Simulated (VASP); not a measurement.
**P: single point with r2SCAN**

Crystal: P.

```
P
1.0
     4.64765    0.00000    0.00000
    -2.32382    4.02498    0.00000
     0.00000    0.00000    2.59537
P
3
Direct
  0.00000 0.00000 0.00000
  0.33333 0.66667 0.50000
  0.66667 0.33333 0.50000
```

This isn't the form of P at room conditions, which is orthorhombic.

```
Program                : VASP 6.6.1
Task                   : single point
Functional             : r2SCAN
Potentials or basis    : VASP PAW PBE potentials, release 64 (P)
Cutoff                 : 550 eV
k mesh                 : 9 × 9 × 14
Occupations            : fermi-dirac, width 0.1 eV
Spin                   : no spin polarisation
Dipole correction      : no
Further INCAR settings : ALGO = Normal; EDIFF = 1e-06; NBANDS = 14
```

```
Pressure               : -8.7 GPa
Band gap on the k mesh : zero (an odd number of electrons rules out a gap without spin polarisation)
```

Stress tensor (GPa, compression positive):
```
 -7.23   0.00   0.00
  0.00  -7.23   0.00
  0.00   0.00 -11.77
```

Levels at points of the mesh, in eV from the Fermi level:
| k point | band 4 | band 5 | band 6 | band 7 | band 8 | band 9 | band 10 | band 11 | band 12 | band 13 |
| --- | --- | --- | --- | --- | --- | --- | --- | --- | --- | --- |
| (0.00, 0.00, 0.00) | -5.42 | -5.42 | -5.15 | -5.15 | 3.83 | 5.61 | 5.61 | 7.64 | 7.72 | 7.77 |
| (0.00, 0.00, 0.50) | -4.14 | -3.75 | -3.37 | -2.40 | -2.40 | -0.49 | -0.49 | 0.46 | 0.46 | 3.76 |

Wall time 2.4 min on 1 thread of AMD EPYC 9R14 (Zen 4), with other jobs on the host, peak memory 0.17 GiB.

Caveat: the cell stands under tension; the PAW data sets were made with another functional, which shifts forces and pressure a little.
